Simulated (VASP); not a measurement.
# Rh in VASP: notebook, part 2 of 2

VASP 6.6.1.

### 3 Single point, r2SCAN

Input file POSCAR:

```
Rh
1.0
    0.0000000000      1.9238511762      1.8468971292
    1.9238511762      0.0000000000      1.8468971292
    1.9238511762      1.9238511762      0.0000000000
Rh
1
Direct
    0.0000000000      0.0000000000      0.0000000000
```

Input file INCAR.step1:

```
SYSTEM = Rh
PREC = Accurate
ENCUT = 550
ISMEAR = -1
SIGMA = 0.1
LREAL = .False.
LASPH = .True.
NELM = 120
NBANDS = 14
GGA = PE
ALGO = Normal
EDIFF = 1E-5
LWAVE = .True.
LCHARG = .False.
GGA_COMPAT = .False.
```

Input file INCAR.step2:

```
SYSTEM = Rh
PREC = Accurate
ENCUT = 550
EDIFF = 1E-6
ISMEAR = -1
SIGMA = 0.1
LREAL = .False.
LASPH = .True.
NELM = 120
ALGO = Normal
ISIF = 2
LWAVE = .False.
LCHARG = .True.
METAGGA = R2SCAN
LMIXTAU = .True.
LELF = .True.
LVHAR = .True.
NBANDS = 14
ISTART = 1
GGA_COMPAT = .False.
```

Input file KPOINTS:

```
regular mesh
0
Gamma
  10 10 10
  0 0 0
```

Potentials or basis: VASP PAW PBE potentials, release 64 (Rh_pv).

On the command line:

```bash
$ cat potpaw_PBE.64/Rh_pv/POTCAR > POTCAR
$ cp INCAR.step1 INCAR
$ mpirun -np 1 vasp_std > vasp.out
$ cp INCAR.step2 INCAR
$ mpirun -np 1 vasp_std > vasp.out
```

Run time: 60 s. Hardware: 1 thread of Intel Xeon 8259CL, shared host; peak memory 0.15 GiB.

Results (log left out):

```
Free energy            : -24.1575 eV
Pressure               : 2.6 GPa
Band gap on the k mesh : zero (an odd number of electrons rules out a gap without spin polarisation)
```

Stress tensor (GPa, compression positive):
```
-0.50  0.00  0.00
 0.00 -0.50  0.00
 0.00  0.00  8.76
```

Levels at points of the mesh, in eV from the Fermi level:
| k point | band 4 | band 5 | band 6 | band 7 | band 8 | band 9 | band 10 | band 11 |
| --- | --- | --- | --- | --- | --- | --- | --- | --- |
| (0.00, 0.00, 0.00) | -8.23 | -3.34 | -3.34 | -2.90 | -1.36 | -0.83 | 16.74 | 17.37 |
| (0.50, 0.00, 0.00) | -6.39 | -3.55 | -3.07 | 0.47 | 0.71 | 0.90 | 9.15 | 16.23 |
| (0.50, 0.00, 0.50) | -6.60 | -6.20 | 0.51 | 0.84 | 1.22 | 3.19 | 12.55 | 14.07 |

Caveat: the stress differs along the axes, from -1 to 9 GPa; an empty level that is flat over the whole mesh can mark a ghost state of the potentials, or a narrow d or f band; the PAW data sets were made with another functional, which shifts forces and pressure a little.

### 4 Single point, r2SCAN

Input file POSCAR:

```
Rh
1.0
    0.0000000000      1.9106736998      1.8724602258
    1.9106736998      0.0000000000      1.8724602258
    1.9106736998      1.9106736998      0.0000000000
Rh
1
Direct
    0.0000000000      0.0000000000      0.0000000000
```

Input file INCAR.step1:

```
  PREC = Accurate
  ENCUT = 550
  ISMEAR = -1
  SIGMA = 0.1
  LREAL = F
  LASPH = T
  NELM = 120
  NBANDS = 14
  GGA = PE
  ALGO = Normal
  EDIFF = 1E-5
  LWAVE = T
  LCHARG = F
  GGA_COMPAT = F
```

Input file INCAR.step2:

```
  PREC = Accurate
  ENCUT = 550
  EDIFF = 1E-6
  ISMEAR = -1
  SIGMA = 0.1
  LREAL = F
  LASPH = T
  NELM = 120
  ALGO = Normal
  ISIF = 2
  LWAVE = F
  LCHARG = T
  METAGGA = R2SCAN
  LMIXTAU = T
  LELF = T
  LVHAR = T
  NBANDS = 14
  ISTART = 1
  GGA_COMPAT = F
```

Input file KPOINTS:

```
Automatic mesh
0
Gamma
  10 10 10
```

On the command line:

```bash
$ cat potpaw_PBE.64/Rh_pv/POTCAR > POTCAR
$ cp INCAR.step1 INCAR
$ mpirun -np 1 vasp_std > vasp.out
$ cp INCAR.step2 INCAR
$ mpirun -np 1 vasp_std > vasp.out
```

It took 60 s on 1 thread of Intel Xeon 8259CL, shared host; peak memory 0.15 GiB.

It converged, with:

```yaml
Free_energy: -24.1657 eV
Pressure: 2.4 GPa
Band_gap_on_the_k_mesh: zero (an odd number of electrons rules out a gap without spin polarisation)
```

Stress tensor (GPa, compression positive):
```
0.83 0.00 0.00
0.00 0.83 0.00
0.00 0.00 5.54
```

Levels at points of the mesh, in eV from the Fermi level:
```
           k point  band 5  band 6  band 7  band 8  band 9  band 10
(0.00, 0.00, 0.00)   -3.28   -3.28   -3.06   -1.23   -0.96    16.71
(0.50, 0.00, 0.00)   -3.44   -3.20    0.53    0.64    0.89     9.14
(0.50, 0.50, 0.00)   -6.25    0.50    1.06    1.06    3.79    13.34
(0.50, 0.00, 0.50)   -6.23    0.51    0.94    1.14    3.33    12.75
```

Caveat: an empty level that is flat over the whole mesh can mark a ghost state of the potentials, or a narrow d or f band; the PAW data sets were made with another functional, which shifts forces and pressure a little.

### 5 Single point, r2SCAN

Input file POSCAR:

```
Rh
1.0
    0.0000000000      1.8853637832      1.9230710589
    1.8853637832      0.0000000000      1.9230710589
    1.8853637832      1.8853637832      0.0000000000
Rh
1
Direct
    0.0000000000      0.0000000000      0.0000000000
```

INCAR.step1 is that of step 4.

INCAR.step2 is that of step 4.

Input file KPOINTS:

```
regular mesh
0
Gamma
  10 10 10
```

On the command line:

```bash
$ cat potpaw_PBE.64/Rh_pv/POTCAR > POTCAR
$ cp INCAR.step1 INCAR
$ mpirun -np 1 vasp_std > vasp.out
$ cp INCAR.step2 INCAR
$ mpirun -np 1 vasp_std > vasp.out
```

It took 56 s on 1 thread of Intel Xeon 8259CL, shared host; peak memory 0.15 GiB.

It converged, with:

```
Free energy            : -24.1657 eV
Pressure               : 2.4 GPa
Band gap on the k mesh : zero (an odd number of electrons rules out a gap without spin polarisation)
```

Stress tensor (GPa, compression positive):
```
 4.00  0.00  0.00
 0.00  4.00  0.00
 0.00  0.00 -0.79
```

Levels at points of the mesh, in eV from the Fermi level:
```tsv
k point	band 5	band 6	band 7	band 8	band 9	band 10
(0.00, 0.00, 0.00)	-3.36	-3.13	-3.13	-1.23	-0.96	16.71
(0.50, 0.00, 0.00)	-3.44	-3.21	0.53	0.64	0.89	9.14
(0.50, 0.50, 0.00)	-6.22	0.52	1.04	1.04	3.19	12.56
(0.50, 0.00, 0.50)	-6.24	0.50	0.95	1.15	3.63	13.13
```

Caveat: an empty level that is flat over the whole mesh can mark a ghost state of the potentials, or a narrow d or f band; the PAW data sets were made with another functional, which shifts forces and pressure a little.

### 6 Single point, r2SCAN

Input file POSCAR:

```
Rh
1.0
    0.0000000000      1.8731998073      1.9481277996
    1.8731998073      0.0000000000      1.9481277996
    1.8731998073      1.8731998073      0.0000000000
Rh
1
Direct
    0.0000000000      0.0000000000      0.0000000000
```

Input file INCAR.step1:

```
SYSTEM = Rh
ALGO = Normal
EDIFF = 1E-5
ENCUT = 550
GGA = PE
GGA_COMPAT = .FALSE.
ISMEAR = -1
LASPH = .TRUE.
LCHARG = .FALSE.
LREAL = .FALSE.
LWAVE = .TRUE.
NBANDS = 14
NELM = 120
PREC = Accurate
SIGMA = 0.1
```

Input file INCAR.step2:

```
SYSTEM = Rh
ALGO = Normal
EDIFF = 1E-6
ENCUT = 550
GGA_COMPAT = .FALSE.
ISIF = 2
ISMEAR = -1
ISTART = 1
LASPH = .TRUE.
LCHARG = .FALSE.
LMIXTAU = .TRUE.
LREAL = .FALSE.
LWAVE = .FALSE.
METAGGA = R2SCAN
NBANDS = 14
NELM = 120
PREC = Accurate
SIGMA = 0.1
```

Input file KPOINTS:

```
k-points
0
G
  10 10 10
  0 0 0
```

Potentials or basis: VASP PAW PBE potentials, release 64 (Rh_pv).

On the command line:

```bash
$ cat potpaw_PBE.64/Rh_pv/POTCAR > POTCAR
$ cp INCAR.step1 INCAR
$ mpirun -np 1 vasp_std > vasp.out
$ cp INCAR.step2 INCAR
$ mpirun -np 1 vasp_std > vasp.out
```

Wall time 52 s (1 thread of Intel Xeon 8259CL, shared host); peak memory 0.15 GiB.

Results (log left out):

- Free energy: -24.1578 eV
- Pressure: 2.6 GPa
- Band gap on the k mesh: zero (an odd number of electrons rules out a gap without spin polarisation)

Stress tensor (GPa, compression positive):
```
 5.79  0.00  0.00
 0.00  5.79  0.00
 0.00  0.00 -3.84
```

Levels at points of the mesh, in eV from the Fermi level:
```csv
k point,band 5,band 6,band 7,band 8,band 9,band 10
"(0.00, 0.00, 0.00)",-3.50,-3.05,-3.05,-1.37,-0.83,16.73
"(0.50, 0.00, 0.00)",-3.54,-3.09,0.48,0.69,0.90,9.15
"(0.50, 0.50, 0.00)",-6.21,0.54,1.02,1.02,2.91,12.20
"(0.50, 0.00, 0.50)",-6.23,0.49,0.86,1.26,3.79,13.32
```

Caveat: the stress differs along the axes, from -4 to 6 GPa; an empty level that is flat over the whole mesh can mark a ghost state of the potentials, or a narrow d or f band; the PAW data sets were made with another functional, which shifts forces and pressure a little.

### 7 The runs side by side

```csv
cell,gap on the mesh (eV),pressure (GPa)
"a = 2.684 Å, angles 60.0°, 1 atom",none,2.3
"a = 2.667, b = 2.667, c = 2.721 Å, angles 59.3, 59.3, 61.3°, 1 atom",none,2.6
"a = 2.675, b = 2.675, c = 2.702 Å, angles 59.7, 59.7, 60.7°, 1 atom",none,2.4
"a = 2.693, b = 2.693, c = 2.666 Å, angles 60.3, 60.3, 59.3°, 1 atom",none,2.4
"a = 2.703, b = 2.703, c = 2.649 Å, angles 60.7, 60.7, 58.7°, 1 atom",none,2.6
```

Alike in all rows: task single point; level r2SCAN; potentials or basis VASP PAW PBE potentials, release 64 (Rh_pv); no spin polarisation; k mesh 10 × 10 × 10; cutoff (eV) 550; smearing fermi-dirac 0.1 eV.

Caveats: an empty level that is flat over the whole mesh can mark a ghost state of the potentials, or a narrow d or f band; the PAW data sets were made with another functional, which shifts forces and pressure a little; the stress differs along the axes, from -1 to 9 GPa (at least some runs); the stress differs along the axes, from -4 to 6 GPa (at least some runs).

Total energies depend on the potentials used, so only differences within one code and one set of settings carry meaning.
